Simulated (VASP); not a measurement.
AgPt3, 4 atoms in the cell. Symmetry: Pm-3m, No. 221, cubic system. Conventional cell: a = 3.900 Å, b = 3.900 Å, c = 3.900 Å, α = 90.00°, β = 90.00°, γ = 90.00°. Within 3.6 Å of Ag (site symmetry m-3m) lie 12 Pt at 2.76 Å. Within 3.6 Å of Pt (site symmetry 4/mmm) lie 4 Ag at 2.76 Å and 8 Pt at 2.76 Å. 

- Program: VASP 6.6.1
- Task: single point
- Functional: LDA
- Potentials or basis: VASP PAW LDA potentials, release 64 (Ag, Pt)
- Cutoff: 520 eV
- k mesh: 9 × 9 × 9
- Occupations: fermi-dirac, width 0.08 eV
- Spin: no spin polarisation
- Dipole correction: no
- Further INCAR settings: ALGO = Normal; EDIFF = 1e-06; NBANDS = 28

Potentials or basis: VASP PAW LDA potentials, release 64 (Ag, Pt).

Command:

```bash
$ cat potpaw_LDA.64/Ag/POTCAR potpaw_LDA.64/Pt/POTCAR > POTCAR
$ mpirun -np 1 vasp_std > vasp.out
```

Hardware: 1 thread of Intel Xeon 8259CL, on a shared host.

**Question.** How long does it take, and how much memory?

**Answer.** It took 66 s on 1 thread of Intel Xeon 8259CL (shared host), peak memory 0.18 GiB. Counts: scf iterations 12, k points 35.
